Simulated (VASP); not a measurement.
Wanted: the native input for a VASP 6.6.1 run.

| Quantity | Value |
| --- | --- |
| Task | single point |
| Functional | PBE |
| Potentials or basis | VASP PAW PBE potentials, release 64 (Zn) |
| Cutoff | 520 eV |
| k mesh | 7 × 7 × 7 |
| Occupations | fermi-dirac, width 0.02 eV |
| Spin | no spin polarisation |
| Dipole correction | no |
| Further INCAR settings | ALGO = Fast; EDIFF = 1e-06; NBANDS = 32 |

The structure of Zn lies in POSCAR:

```
Zn
1.0
    4.0316636400      0.0000000000      0.0000000000
    0.0000000000      4.0316636400      0.0000000000
    0.0000000000      0.0000000000      4.0316636400
Zn
4
Direct
    0.0000000000      0.0000000000      0.0000000000
    0.0000000000      0.5000000000      0.5000000000
    0.5000000000      0.0000000000      0.5000000000
    0.5000000000      0.5000000000      0.0000000000
```

This cell differs from its parent crystal: volume scaled by 1.08.

One way to write it, as run:

INCAR

```
  ALGO = Fast
  EDIFF = 1E-6
  ENCUT = 520
  GGA = PE
  ISIF = 2
  ISMEAR = -1
  LASPH = True
  LCHARG = False
  LREAL = False
  LWAVE = False
  NBANDS = 32
  NELM = 60
  PREC = Accurate
  SIGMA = 0.02
```

KPOINTS

```
k-points
0
Gamma
  7 7 7
```

Potentials or basis: VASP PAW PBE potentials, release 64 (Zn).

Run with:

```console
$ cat potpaw_PBE.64/Zn/POTCAR > POTCAR
$ mpirun -np 1 vasp_std > vasp.out
```

Results of the run:

The pressure is -4.4 GPa. The band gap on the k mesh is zero (band 24 reaches 4.04 eV, above the bottom of band 25 at 1.52 eV).

Wall time 26 s on 1 thread of Intel Xeon 6975P-C (shared host), peak memory 0.17 GiB.
